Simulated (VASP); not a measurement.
BaTiO3: single point with r2SCAN

BaTiO3:

```
Ba Ti O
1.0
     4.05661    0.00000    0.00000
     0.01133    4.05659    0.00000
     0.02266    0.02260    8.11316
Ba Ti O
2 2 6
Cartesian
  0.0000 0.0000 0.0000
  0.0113 0.0113 4.0566
  1.9907 1.9851 1.9796
  2.0020 1.9964 6.0362
  2.0814 2.0756 0.0791
  2.0927 2.0869 4.1357
  0.0907 2.0811 2.0753
  0.1020 2.0924 6.1319
  2.0814 0.0849 2.0753
  2.0927 0.0962 6.1319
```

| Property | Result |
| --- | --- |
| Program | VASP 6.6.1 |
| Task | single point |
| Functional | r2SCAN |
| Potentials or basis | VASP PAW PBE potentials, release 64 (Ba_sv, Ti_sv, O) |
| Cutoff | 520 eV |
| k mesh | 6 × 6 × 3 |
| Occupations | fermi-dirac, width 0.1 eV |
| Spin | no spin polarisation |

```
Pressure               : -3.2 GPa
Largest force          : 0.259 eV/Å
Band gap on the k mesh : 2.62 eV
```

Forces in eV/Å, atoms in the order of the input:
```
Ba   0.002  0.002  0.002
Ba   0.002  0.002  0.002
Ti  -0.150 -0.150 -0.149
Ti  -0.150 -0.150 -0.149
O   -0.026 -0.026  0.200
O   -0.026 -0.026  0.200
O    0.200 -0.026 -0.026
O    0.200 -0.026 -0.026
O   -0.026  0.200 -0.026
O   -0.026  0.200 -0.026
```

Stress tensor (GPa, compression positive):
```
-3.16  0.08  0.08
 0.08 -3.16  0.08
 0.08  0.08 -3.16
```

Levels at points of the mesh, in eV from the valence-band top:
```csv
k point,band 37,band 38,band 39,band 40,band 41,band 42,band 43,band 44
"(0.00, 0.00, 0.00)",-0.86,-0.52,-0.42,-0.42,2.62,2.62,2.74,2.77
"(0.50, 0.00, 0.00)",-0.92,-0.88,-0.86,-0.09,2.77,3.92,3.99,3.99
"(0.50, 0.50, 0.00)",-0.09,-0.02,-0.02,0.00,3.99,3.99,4.35,4.45
```

It took 18 min on 1 thread of Intel(R) Xeon(R) Platinum 8259CL CPU @ 2.50GHz (Skylake/Cascade Lake), with other jobs on the host, peak memory 0.37 GiB.

Caveat: the cell stands under tension; the PAW data sets were made with another functional, which shifts forces and pressure a little; spin-orbit coupling is left out, which moves the levels of the heavy elements; an odd mesh through Γ misses points on the zone boundary, where band edges can lie.
